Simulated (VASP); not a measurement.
## SiPb (CsCl type): single point with PBEsol

Crystal: SiPb (CsCl type).

```
Pb Si
1.0
     3.14813    0.00000    0.00000
     0.00000    3.14813    0.00000
     0.00000    0.00000    3.14813
Pb Si
1 1
Direct
  0.00000 0.00000 0.00000
  0.50000 0.50000 0.50000
```

This cell differs from its parent crystal: volume scaled by 0.68.

```yaml
Program: VASP 6.6.1
Task: single point
Functional: PBEsol
Potentials_or_basis: VASP PAW PBE potentials, release 64 (Pb_d, Si)
Cutoff: 520 eV
k_mesh: 11 × 11 × 11
Occupations: fermi-dirac, width 0.08 eV
Spin: no spin polarisation
Dipole_correction: no
Further_INCAR_settings: ALGO = Normal; EDIFF = 1e-06; NBANDS = 16
```

```
Pressure               : 57.2 GPa
Band gap on the k mesh : zero (band 9 reaches 15.89 eV, above the bottom of band 10 at 10.08 eV)
```

Levels at points of the mesh, in eV from the Fermi level:
| k point | band 6 | band 7 | band 8 | band 9 | band 10 | band 11 | band 12 | band 13 |
| --- | --- | --- | --- | --- | --- | --- | --- | --- |
| (0.00, 0.00, 0.00) | -16.03 | -1.06 | -1.06 | -1.06 | 0.05 | 3.80 | 3.80 | 13.43 |

Wall time 11 s on 1 thread of Intel Xeon 6975P-C, on a shared host, peak memory 0.16 GiB.

Caveat: the PAW data sets were made with another functional, which shifts forces and pressure a little; spin-orbit coupling is left out, which moves the levels of the heavy elements.
